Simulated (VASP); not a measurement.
# SnO (P4/nmm) in VASP: a series of runs

The runs below take SnO through relaxation of cell and atoms, single point, with PBEsol.

All numbers are computed with VASP 6.6.1; they aren't measurements. Logs are shortened: lines on timing, memory, paths and dates and some standing lists are left out, and cuts for length are marked.

## Step 1: The cell of the first run

It takes space group P4/nmm (No. 129, tetragonal). The conventional cell has a = 3.814 Å, b = 3.814 Å, c = 4.887 Å, α = 90.00°, β = 90.00°, γ = 90.00°. Sn (site symmetry 4mm) has 4 O at 2.23 Å within 2.9 Å. O (site symmetry -4m2) has 4 Sn at 2.23 Å and 4 O at 2.70 Å within 2.9 Å.

## Step 2: Relaxation of cell and atoms, PBEsol, target pressure 20 GPa, at which the enthalpy is minimised

The input, INCAR:

```
PREC = Accurate ; ENCUT = 600
EDIFF = 1E-6 ; ISMEAR = -1
SIGMA = 0.05 ; LREAL = F
LASPH = T ; NELM = 60
ALGO = Normal ; ISIF = 3
LWAVE = F ; LCHARG = F
GGA = PS ; IBRION = 2
NSW = 60 ; EDIFFG = -0.01
PSTRESS = 200.0
```

The input, KPOINTS:

```
Automatic mesh
0
Gamma
  7 7 6
```

The input, POSCAR:

```
SnO
1.0
    3.8136952200      0.0000000000      0.0000000000
    0.0000000000      3.8136952200      0.0000000000
    0.0000000000      0.0000000000      4.8869133000
Sn O
2 2
Direct
    0.5000000000      0.0000000000      0.7646261400
    0.0000000000      0.5000000000      0.2353738600
    0.0000000000      0.0000000000      0.0000000000
    0.5000000000      0.5000000000      0.0000000000
```

Potentials or basis: VASP PAW PBE potentials, release 64 (Sn_d, O).

Started as:

```sh
> cat potpaw_PBE.64/Sn_d/POTCAR potpaw_PBE.64/O/POTCAR > POTCAR
> mpirun -np 1 vasp_std > vasp.out
```

OUTCAR:

```text
PREC = Accurate
   ENCUT = 600
   EDIFF = 1E-6
   ISMEAR = -1
   LREAL = F
   LASPH = T
   NELM = 60
   ISIF = 3
   GGA = PS
   IBRION = 2
   NSW = 60
   EDIFFG = -0.01
   PSTRESS = 200.0

 ion  position               nearest neighbor table
   1  0.500  0.000  0.765-   3 2.23   4 2.23   4 2.23   3 2.23   2 3.54   2 3.54   2 3.54   2 3.54
                             2 3.74   2 3.74   2 3.74   2 3.74
   2  0.000  0.500  0.235-   3 2.23   4 2.23   3 2.23   4 2.23   1 3.54   1 3.54   1 3.54   1 3.54
                             1 3.74   1 3.74   1 3.74   1 3.74
   3  0.000  0.000  0.000-   1 2.23   2 2.23   2 2.23   1 2.23
   4  0.500  0.500  0.000-   1 2.23   2 2.23   1 2.23   2 2.23

  LATTYP: Found a simple tetragonal cell.
 ALAT       =     3.8136952200
 C/A-ratio  =     1.2814116016

  Lattice vectors:

 A1 = (   3.8136952200,   0.0000000000,   0.0000000000)
 A2 = (   0.0000000000,   3.8136952200,   0.0000000000)
 A3 = (   0.0000000000,   0.0000000000,   4.8869133000)

Analysis of symmetry for initial positions (statically):
=====================================================================
 Subroutine PRICEL returns:
 Original cell was already a primitive cell.

 Routine SETGRP: Setting up the symmetry group for a
 simple tetragonal supercell.

 Subroutine GETGRP returns: Found 16 space group operations
 (whereof  8 operations were pure point group operations)
 out of a pool of 16 trial point group operations.

The static configuration has the point symmetry D_2d.
 The point group associated with its full space group is D_4h.

Analysis of symmetry for dynamics (positions and initial velocities):
=====================================================================
 Subroutine PRICEL returns:
 Original cell was already a primitive cell.

 Routine SETGRP: Setting up the symmetry group for a
 simple tetragonal supercell.

 Subroutine GETGRP returns: Found 16 space group operations
 (whereof  8 operations were pure point group operations)
 out of a pool of 16 trial point group operations.

The dynamic configuration has the point symmetry D_2d.
 The point group associated with its full space group is D_4h.

 Subroutine INISYM returns: Found 16 space group operations
 (whereof  8 operations are pure point group operations),
 and found     1 'primitive' translations

----------------------------------------------------------------------------------------

                                     Primitive cell

  volume of cell :      71.0766

  direct lattice vectors                    reciprocal lattice vectors
     3.813695220  0.000000000  0.000000000     0.262212878  0.000000000  0.000000000
     0.000000000  3.813695220  0.000000000     0.000000000  0.262212878  0.000000000
     0.000000000  0.000000000  4.886913300     0.000000000  0.000000000  0.204628144

  length of vectors
     3.813695220  3.813695220  4.886913300     0.262212878  0.262212878  0.204628144

  position of ions in fractional coordinates (direct lattice)
     0.500000000  0.000000000  0.764626140
     0.000000000  0.500000000  0.235373860
     0.000000000  0.000000000  0.000000000
     0.500000000  0.500000000  0.000000000

  ion indices of the primitive-cell ions
   primitive index   ion index
                 1           1
                 2           2
                 3           3
                 4           4

----------------------------------------------------------------------------------------

 KPOINTS: Automatic mesh

Automatic generation of k-mesh.
 Grid dimensions read from file:
 generate k-points for:    7    7    6

 Generating k-lattice:

  Cartesian coordinates                     Fractional coordinates (reciprocal lattice)
     0.037458983  0.000000000  0.000000000     0.142857143  0.000000000  0.000000000
     0.000000000  0.037458983  0.000000000     0.000000000  0.142857143  0.000000000
     0.000000000  0.000000000  0.034104691     0.000000000  0.000000000  0.166666667

  Length of vectors
     0.037458983  0.037458983  0.034104691

  Shift w.r.t. Gamma in fractional coordinates (k-lattice)
     0.000000000  0.000000000  0.000000000

 Subroutine IBZKPT returns following result:
 ===========================================

 Found     40 irreducible k-points:

 Following reciprocal coordinates:
            Coordinates               Weight
  0.000000  0.000000  0.000000      1.000000
  0.142857  0.000000  0.000000      4.000000
  0.285714  0.000000  0.000000      4.000000
  0.428571  0.000000  0.000000      4.000000
  0.142857  0.142857  0.000000      4.000000
  0.285714  0.142857  0.000000      8.000000
[... 16 lines left out ...]
  0.285714  0.000000  0.333333      8.000000
  0.428571  0.000000  0.333333      8.000000
 [... further k-points ...]
   k-points           NKPTS =     40   k-points in BZ     NKDIM =     40   number of bands    NBANDS=     24
   number of dos      NEDOS =    301   number of ions     NIONS =      4
   total plane-waves  NPLWV =  36000
[... 51 lines left out ...]
   NGX = 15   NGY = 15   NGZ = 19

--------------------------------------- Ionic step        1  -------------------------------------------

 number of electron      40.0000019 magnetization

 Free energy of the ion-electron system (eV)
  ---------------------------------------------------
  ext. energy  EPLUGINS =         0.00000000
  ---------------------------------------------------
  free energy    TOTEN  =       -24.21189462 eV

  energy without entropy =      -24.21152213  energy(sigma->0) =      -24.21170837

------------------------ aborting loop because EDIFF is reached ----------------------------------------

  FORCE on cell =-STRESS in cart. coord.  units (eV):
  Direction    XX          YY          ZZ          XY          YZ          ZX
  --------------------------------------------------------------------------------------
  -------------------------------------------------------------------------------------
  Total       -0.1378610     -0.1378610     -0.1981948      0.0000000      0.0000000      0.0000000
  in kB       -3.1076022     -3.1076022     -4.4676210      0.0000000      0.0000000      0.0000000
  external PRESSURE =    -203.5609418 kB  Pullay stress =     200.0000000 kB
[... 65 lines left out ...]
  enthalpy is  TOTEN    =       -14.8315353067 eV   P V=        6.2777717978

--------------------------------------- Ionic step        3  -------------------------------------------

 number of electron      39.9999999 magnetization

 E-fermi :   9.3000     XC(G=0): -11.1974

 val. band max:        9.2554963544   @ k =   0.1429   0.1429   0.0000
 cond. band min:       9.3091400241   @ k =   0.1429   0.0000   0.0000
 fundamental gap:      0.0536436697
 Fermi energy:         9.3000318885

 k-point     1 :       0.0000    0.0000    0.0000
  band No.  band energies     occupation
      1     -13.6726      2.00000
      2     -13.0559      2.00000
      3     -12.8266      2.00000
      4     -12.8266      2.00000
      5     -12.8078      2.00000
      6     -12.7291      2.00000
[... 637 lines left out ...]
     23      14.3490      0.00000
     24      15.3900      0.00000

 [... further k-points ...]
[... 5 lines left out ...]
  --------------------------------------------------------------------------------------
  -------------------------------------------------------------------------------------
  Total        8.0174055      8.0174055      5.9709530      0.0000000      0.0000000      0.0000000
  in kB      210.6580125    210.6580125    156.8872984      0.0000000      0.0000000      0.0000000
  external PRESSURE =      -7.2655589 kB  Pullay stress =     200.0000000 kB
[... 19 lines left out ...]
  FREE ENERGIE OF THE ION-ELECTRON SYSTEM (eV)
  ---------------------------------------------------
  free  energy   TOTEN  =       -23.7032892065 eV

  energy  without entropy=      -23.7005867411  energy(sigma->0) =      -23.70193797

  enthalpy is  TOTEN    =       -16.0915156148 eV   P V=        7.6117735917

[... ionic steps 4 to 10 ...]

--------------------------------------- Ionic step       11  -------------------------------------------

 number of electron      40.0000009 magnetization

------------------------ aborting loop because EDIFF is reached ----------------------------------------

  FORCE on cell =-STRESS in cart. coord.  units (eV):
  Direction    XX          YY          ZZ          XY          YZ          ZX
  --------------------------------------------------------------------------------------
  -------------------------------------------------------------------------------------
  Total        6.8099271      6.8099271      6.7123487      0.0000000      0.0000000      0.0000000
  in kB      201.9291481    201.9291481    199.0357363      0.0000000      0.0000000      0.0000000
  external PRESSURE =       0.9646775 kB  Pullay stress =     200.0000000 kB
[... 65 lines left out ...]
  enthalpy is  TOTEN    =       -16.8342751597 eV   P V=        6.7271967161

--------------------------------------- Ionic step       13  -------------------------------------------

 number of electron      40.0000006 magnetization

 Free energy of the ion-electron system (eV)
  ---------------------------------------------------
  ext. energy  EPLUGINS =         0.00000000
  ---------------------------------------------------
  free energy    TOTEN  =       -23.55422695 eV

  energy without entropy =      -23.54890805  energy(sigma->0) =      -23.55156750

 E-fermi :  10.6179     XC(G=0): -12.0055

 val. band max:       10.5168937801   @ k =   0.4286   0.4286   0.0000
 cond. band min:      10.6687404565   @ k =   0.0000   0.0000   0.3333
 fundamental gap:      0.1518466764
 Fermi energy:        10.6178701033

 k-point     1 :       0.0000    0.0000    0.0000
  band No.  band energies     occupation
      1     -11.9780      2.00000
      2     -11.3669      2.00000
      3     -11.3669      2.00000
      4     -11.3028      2.00000
      5     -11.2756      2.00000
      6     -11.2556      2.00000
[... 637 lines left out ...]
     23      14.9536      0.00000
     24      16.4684      0.00000

 [... further k-points ...]
[... 5 lines left out ...]
  --------------------------------------------------------------------------------------
  -------------------------------------------------------------------------------------
  Total        6.7251288      6.7251288      6.7553166      0.0000000      0.0000000      0.0000000
  in kB      200.1570806    200.1570806    201.0555482      0.0000000      0.0000000      0.0000000
  external PRESSURE =       0.4565698 kB  Pullay stress =     200.0000000 kB
[... 19 lines left out ...]
  FREE ENERGIE OF THE ION-ELECTRON SYSTEM (eV)
  ---------------------------------------------------
  free  energy   TOTEN  =       -23.5542269490 eV

  energy  without entropy=      -23.5489080526  energy(sigma->0) =      -23.55156750

  enthalpy is  TOTEN    =       -16.8343759732 eV   P V=        6.7198509758

 reached required accuracy - stopping structural energy minimisation
```

It took 8.4 min on 1 thread of Intel Xeon Platinum 8488C (Sapphire Rapids), shared host; peak memory 0.24 GiB.

Results:

```yaml
Free_energy: -23.5542 eV
Relaxed_volume: 13.46 Å³/atom
Relaxed_cell: a = 3.613 Å, b = 3.613 Å, c = 4.125 Å, α = 90.00°, β = 90.00°, γ = 90.00°
Space_group_after_relaxing_to_0.05_Å: P4/nmm (No. 129)
Energy_change_on_relaxing_the_enthalpy_is_what_falls: +164.4 meV/atom
Ionic_steps: 13
Pressure_after_relaxing: 20.0 GPa
Largest_force_after_relaxing: 0.008 eV/Å
Band_gap_on_the_k_mesh: zero (band 20 reaches 10.96 eV, above the bottom of band 21 at 9.56 eV)
```

Forces in eV/Å, atoms in the order of the input:
```
Sn   0.000  0.000 -0.008
Sn   0.000  0.000  0.008
O    0.000  0.000  0.000
O    0.000  0.000  0.000
```

The path:
```tsv
step	energy change (eV)	largest force (eV/Å)	pressure (GPa)	volume (Å³)
1	0.0000	0.1573	-0.36	71.08
2	3.1026	7.7668	67.08	50.29
3	0.5086	2.7694	19.27	60.98
4	0.5070	1.2329	19.44	56.66
5	0.8156	0.3906	22.37	53.29
6	0.7209	0.0255	21.59	53.99
7	0.5718	0.1539	18.00	54.65
8	0.5433	0.1986	17.05	54.84
9	0.7783	0.5667	24.15	53.02
10	0.6320	0.1339	19.97	54.05
11	0.6339	0.1430	20.10	54.03
12	0.6504	0.0472	20.03	53.89
13	0.6577	0.0082	20.05	53.83
```

Final structure:
```
CELL_PARAMETERS angstrom
3.61262 0.00000 0.00000
0.00000 3.61262 0.00000
0.00000 0.00000 4.12474
ATOMIC_POSITIONS crystal
Sn 0.50000 0.00000 0.71647
Sn 0.00000 0.50000 0.28353
O 0.00000 0.00000 0.00000
O 0.50000 0.50000 0.00000
```

Caveat: the cell is relaxed towards a set pressure, so the enthalpy falls and the energy may rise; the volume moved by over 15 % at a fixed basis, so the end points are rough; the PAW data sets were made with another functional, which shifts forces and pressure a little; spin-orbit coupling is left out, which moves the levels of the heavy elements.

## Step 3: Relaxation of cell and atoms, PBEsol, target pressure 30 GPa, at which the enthalpy is minimised

The input, INCAR:

```
SYSTEM = SnO
PREC     = Accurate       ! precision mode
ENCUT    = 600            ! plane-wave cutoff, eV
EDIFF    = 1E-6           ! SCF threshold, eV
ISMEAR   = -1             ! smearing method
SIGMA    = 0.05           ! smearing width, eV
LREAL    = .FALSE.        ! projectors in reciprocal space
LASPH    = .TRUE.         ! aspherical terms in the spheres
NELM     = 80             ! most SCF steps
ALGO     = Normal         ! electronic algorithm
ISIF     = 3              ! what is computed and relaxed
LWAVE    = .FALSE.        ! write WAVECAR
LCHARG   = .FALSE.        ! write CHGCAR
GGA      = PS             ! functional
IBRION   = 2              ! ionic algorithm
NSW      = 60             ! ionic steps
EDIFFG   = -0.01          ! ionic threshold
PSTRESS  = 300.0
```

The input, KPOINTS:

```
Automatic mesh
0
G
  7 7 6
  0 0 0
```

POSCAR is that of step 2.

Potentials or basis: VASP PAW PBE potentials, release 64 (Sn_d, O).

Started as:

```sh
> cat potpaw_PBE.64/Sn_d/POTCAR potpaw_PBE.64/O/POTCAR > POTCAR
> mpirun -np 1 vasp_std > vasp.out
```

Run time: 8.3 min. Hardware: 1 thread of Intel Xeon Platinum 8488C (Sapphire Rapids), shared host; peak memory 0.23 GiB.

It converged, with:

```yaml
Free_energy: -23.1001 eV
Relaxed_volume: 12.72 Å³/atom
Relaxed_cell: a = 3.559 Å, b = 3.559 Å, c = 4.017 Å, α = 90.00°, β = 90.00°, γ = 90.00°
Space_group_after_relaxing_to_0.05_Å: P4/nmm (No. 129)
Energy_change_on_relaxing_the_enthalpy_is_what_falls: +278.0 meV/atom
Ionic_steps: 13
Pressure_after_relaxing: 29.9 GPa
Band_gap_on_the_k_mesh: zero (band 20 reaches 12.00 eV, above the bottom of band 21 at 10.26 eV)
```

Forces in eV/Å, atoms in the order of the input:
```
Sn   0.000  0.000 -0.002
Sn   0.000  0.000  0.002
O    0.000  0.000  0.000
O    0.000  0.000  0.000
```

Stress tensor (GPa, compression positive):
```
29.88  0.00  0.00
 0.00 29.88  0.00
 0.00  0.00 30.03
```

The path:
```csv
step,energy change (eV),largest force (eV/Å),pressure (GPa),volume (Å³)
1,0.0000,0.1573,-0.36,71.08
2,8.7520,14.9764,157.44,41.76
3,0.8436,3.6445,26.61,58.67
4,0.9719,3.9478,29.17,57.92
5,1.0360,1.2777,31.22,52.35
6,1.3296,0.0204,34.19,50.34
7,1.2941,0.1127,33.83,50.52
8,0.8785,0.3998,23.94,52.35
9,0.9315,0.3236,25.43,52.06
10,1.1720,0.5487,32.39,50.63
11,1.0727,0.2751,29.91,51.11
12,1.1044,0.0500,29.89,50.92
13,1.1118,0.0023,29.93,50.88
```

Final structure:
```
CELL_PARAMETERS angstrom
3.55923 0.00000 0.00000
0.00000 3.55923 0.00000
0.00000 0.00000 4.01650
ATOMIC_POSITIONS crystal
Sn 0.50000 0.00000 0.70901
Sn 0.00000 0.50000 0.29099
O 0.00000 0.00000 0.00000
O 0.50000 0.50000 0.00000
```

Levels at points of the mesh, in eV from the Fermi level:
```tsv
k point	band 17	band 18	band 19	band 20	band 21	band 22	band 23	band 24
(0.00, 0.00, 0.00)	-4.25	-3.62	-3.62	0.39	3.86	3.86	4.04	6.19
(0.00, 0.00, 0.50)	-3.63	-3.63	-2.62	-0.51	1.33	1.33	2.12	3.13
```

Caveat: the cell is relaxed towards a set pressure, so the enthalpy falls and the energy may rise; the volume moved by over 15 % at a fixed basis, so the end points are rough; the PAW data sets were made with another functional, which shifts forces and pressure a little; spin-orbit coupling is left out, which moves the levels of the heavy elements.

## Step 4: Single point, PBEsol (volume scaled by 0.94)

The input, INCAR:

```
SYSTEM = SnO
PREC     = Accurate       ! precision mode
ENCUT    = 520            ! plane-wave cutoff, eV
EDIFF    = 1E-6           ! SCF threshold, eV
ISMEAR   = -1             ! smearing method
SIGMA    = 0.05           ! smearing width, eV
LREAL    = .False.        ! projectors in reciprocal space
LASPH    = .True.         ! aspherical terms in the spheres
NELM     = 100            ! most SCF steps
ALGO     = Normal         ! electronic algorithm
ISIF     = 2              ! what is computed and relaxed
LWAVE    = .False.        ! write WAVECAR
LCHARG   = .True.         ! write CHGCAR
GGA      = PS             ! functional
LELF     = .True.         ! ELF
LVHAR    = .True.       
NBANDS   = 28             ! bands
```

The input, KPOINTS:

```
Automatic mesh
0
Gamma
  7 7 6
  0 0 0
```

The input, POSCAR:

```
SnO
1.0
    3.7358428604      0.0000000000      0.0000000000
    0.0000000000      3.7358428604      0.0000000000
    0.0000000000      0.0000000000      4.7871523832
Sn O
2 2
Direct
    0.5000000000      0.0000000000      0.7646261400
    0.0000000000      0.5000000000      0.2353738600
    0.0000000000      0.0000000000      0.0000000000
    0.5000000000      0.5000000000      0.0000000000
```

Started as:

```sh
> cat potpaw_PBE.64/Sn_d/POTCAR potpaw_PBE.64/O/POTCAR > POTCAR
> mpirun -np 1 vasp_std > vasp.out
```

It took 26 s on 1 thread of Intel Xeon Platinum 8481C at 2.70GHz (Sapphire Rapids), shared host; peak memory 0.2 GiB.

It converged, with:

```
Free energy            : -24.1275 eV
Pressure               : 6.3 GPa
Largest force          : 1.107 eV/Å
Band gap on the k mesh : 0.15 eV, indirect (least direct gap 1.93 eV)
```

Forces in eV/Å, atoms in the order of the input:
```
Sn   0.000  0.000 -1.107
Sn   0.000  0.000  1.107
O    0.000  0.000  0.000
O    0.000  0.000  0.000
```

Stress tensor (GPa, compression positive):
```
6.94 0.00 0.00
0.00 6.94 0.00
0.00 0.00 5.10
```

Levels at points of the mesh, in eV from the valence-band top:
```tsv
k point	band 18	band 19	band 20	band 21	band 22	band 23
(0.00, 0.00, 0.00)	-3.62	-3.62	0.00	2.09	4.09	4.76
(0.00, 0.00, 0.50)	-3.64	-3.06	-2.53	1.47	2.88	2.88
```

Caveat: the cell differs from its parent crystal (volume scaled by 0.94); the PAW data sets were made with another functional, which shifts forces and pressure a little; spin-orbit coupling is left out, which moves the levels of the heavy elements. A k mesh can miss the band edges.

## Step 5: Summary

```tsv
task	cell	cutoff (eV)	gap on the mesh (eV)	pressure (GPa)	largest force (eV/Å)
relaxation of cell and atoms	relaxed to 20 GPa from a = 3.814, b = 3.814, c = 4.887 Å, 4 atoms	600	none	20.0	0.01
relaxation of cell and atoms	relaxed to 30 GPa from a = 3.814, b = 3.814, c = 4.887 Å, 4 atoms	600	none	29.9	-
single point	a = 3.736, b = 3.736, c = 4.787 Å, 4 atoms	520	0.15	6.3	1.11
```

Alike in all rows: level PBEsol; potentials or basis VASP PAW PBE potentials, release 64 (Sn_d, O); no spin polarisation; k mesh 7 × 7 × 6; smearing fermi-dirac 0.05 eV.

Caveats: the PAW data sets were made with another functional, which shifts forces and pressure a little; spin-orbit coupling is left out, which moves the levels of the heavy elements; the cell is relaxed towards a set pressure, so the enthalpy falls and the energy may rise (some runs); the volume moved by over 15 % at a fixed basis, so the end points are rough (some runs).

Absolute energies hang on the potentials; compare differences alone.
